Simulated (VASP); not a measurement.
Crystal: Fe.

```
CELL_PARAMETERS angstrom
-1.44550 1.44550 1.44550
1.44550 -1.44550 1.44550
1.44550 1.44550 -1.44550
ATOMIC_POSITIONS crystal
Fe 0.00000 0.00000 0.00000
```

Base run:

| Property | Result |
| --- | --- |
| Program | VASP 6.6.1 |
| Functional | PBEsol |
| Potentials or basis | VASP PAW PBE potentials, release 64 (Fe) |
| Cutoff | 520 eV |
| k mesh | 12 × 12 × 12 |
| Occupations | fermi-dirac, width 0.1 eV |
| Spin | collinear spin, ferromagnetic start |
| Starting moments | [4.92] μB |
| Fixed moment | 4.92 μB |
| Hubbard terms | Fe d U = 5.3 eV |

Its results: pressure 86.3 GPa; site moments Fe +4.75 μB.

Task: The run is repeated on the same cell with these changes: fixed moment from 4.92 μB to 2.46 μB; moments at the start from [4.92] to [2.46]. What comes out?

Result: Pressure -7.4 GPa; site moments Fe +2.63 μB.

Caveats: the PAW data sets were made with another functional, which shifts forces and pressure a little; the total moment is fixed, so each spin has its own Fermi level; the U is typed as a test and isn't derived for this compound.
